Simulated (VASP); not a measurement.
Wanted: the native input for a VASP 6.6.1 run.

```
Task                   : single point
Functional             : PBEsol
Potentials or basis    : VASP PAW PBE potentials, release 64 (Al, Ga_d, N)
Cutoff                 : 520 eV
k mesh                 : 6 × 6 × 6
Occupations            : gaussian, width 0.05 eV
Spin                   : no spin polarisation
Dipole correction      : no
Further INCAR settings : ALGO = Normal; EDIFF = 1e-06; NBANDS = 41
```

The structure of AlGa3N4 lies in POSCAR:

```
AlGa3N4
1.0
    4.4676279205      0.0000000000      0.0000000000
    0.0000000000      4.4676279205      0.0000000000
    0.0000000000      0.0000000000      4.4676279205
Al Ga N
1 3 4
Direct
    0.0000000000      0.0000000000      0.0000000000
    0.4960274696      0.5000000000      0.0000000000
    0.5039725304      0.0000000000      0.4960274696
    0.0000000000      0.5000000000      0.5039725304
    0.7390395600      0.7870136430      0.2609604400
    0.7710222820      0.2449690790      0.7390395600
    0.2289777180      0.7230481990      0.7710222820
    0.2609604400      0.2449690790      0.2289777180
```

This cell differs from its parent crystal: atoms displaced along a vibrational mode.

The input as run:

INCAR

```
  PREC = Accurate
  ENCUT = 520
  EDIFF = 1E-6
  ISMEAR = 0
  SIGMA = 0.05
  LREAL = False
  LASPH = True
  NELM = 100
  ALGO = Normal
  ISIF = 2
  LWAVE = False
  LCHARG = False
  GGA = PS
  NBANDS = 41
```

KPOINTS

```
Automatic mesh
0
Gamma
  6 6 6
```

Potentials or basis: VASP PAW PBE potentials, release 64 (Al, Ga_d, N).

Run with:

```console
$ cat potpaw_PBE.64/Al/POTCAR potpaw_PBE.64/Ga_d/POTCAR potpaw_PBE.64/N/POTCAR > POTCAR
$ mpirun -np 1 vasp_std > vasp.out
```

It gave:

The pressure is 3.2 GPa. The largest force is 4.304 eV/Å and the band gap on the k mesh is 2.20 eV.

Caveat: the cell differs from its parent crystal (atoms displaced along a vibrational mode); the cell stands under pressure; the PAW data sets were made with another functional, which shifts forces and pressure a little.

It took 3.4 min on 1 thread of Intel(R) Xeon(R) Platinum 8259CL CPU @ 2.50GHz (Skylake/Cascade Lake), on a shared host, peak memory 0.33 GiB.
